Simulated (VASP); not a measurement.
**HPbNO4: single point with PBE**

HPbNO4:

```
CELL_PARAMETERS angstrom
3.77536 0.14090 0.08828
-0.24803 5.41415 0.16135
-0.47213 -1.88786 5.60348
ATOMIC_POSITIONS crystal
H 0.10913 0.65718 0.54463
Pb 0.61029 0.52127 0.15100
N 0.91580 0.96263 0.95867
O 0.01384 0.13639 0.88084
O 0.72398 0.01057 0.12858
O 0.00389 0.73732 0.87043
O 0.11927 0.59324 0.37651
```

```yaml
Program: VASP 6.6.1
Task: single point
Functional: PBE
Potentials_or_basis: VASP PAW PBE potentials, release 64 (H, Pb_d, N, O)
Cutoff: 520 eV
k_mesh: 5 × 4 × 4
Occupations: fermi-dirac, width 0.05 eV
Spin: no spin polarisation
Dipole_correction: no
Further_INCAR_settings: ALGO = Normal; EDIFF = 1e-07; NBANDS = 31
```

```json
{
 "Pressure": "6.0 GPa",
 "Largest force": "2.345 eV/Å",
 "Band gap on the k mesh": "3.17 eV (least direct gap 3.24 eV)"
}
```

Forces in eV/Å, atoms in the order of the input:
```
H   -0.137  0.011  1.087
Pb  -0.196 -0.011 -0.415
N   -0.048 -0.131  0.037
O    0.739  2.064 -0.833
O   -1.356 -0.138  1.633
O    0.781 -1.769 -0.943
O    0.217 -0.026 -0.566
```

Stress tensor (GPa, compression positive):
```
 4.79  0.19 -3.00
 0.19  7.25  0.07
-3.00  0.07  6.07
```

Levels at points of the mesh, in eV from the valence-band top:
```tsv
k point	band 18	band 19	band 20	band 21	band 22	band 23	band 24	band 25	band 26	band 27
(0.00, 0.00, 0.00)	-2.12	-1.96	-1.76	-1.00	-0.60	3.53	4.43	6.00	6.03	8.12
(0.00, 0.50, 0.00)	-2.17	-1.76	-1.29	-1.04	-0.74	3.60	4.37	4.78	7.51	8.03
(0.00, 0.00, 0.50)	-2.01	-1.81	-1.35	-1.03	-0.58	3.29	3.85	5.98	7.35	8.45
(0.00, 0.50, 0.50)	-2.14	-1.83	-1.16	-1.01	-0.72	3.56	4.07	4.79	7.39	8.28
```

Run time: 2.8 min on 1 thread of Oxide Virtual Turin-like Processor, on a shared host, peak memory 0.27 GiB.

Caveat: the standard files for N, O and F lose accuracy on very short bonds; the cell stands under pressure; spin-orbit coupling is left out, which moves the levels of the heavy elements; forces of over 1 eV/Å act on the atoms, so gaps and moduli don't describe the material at rest. A k mesh can miss the band edges.
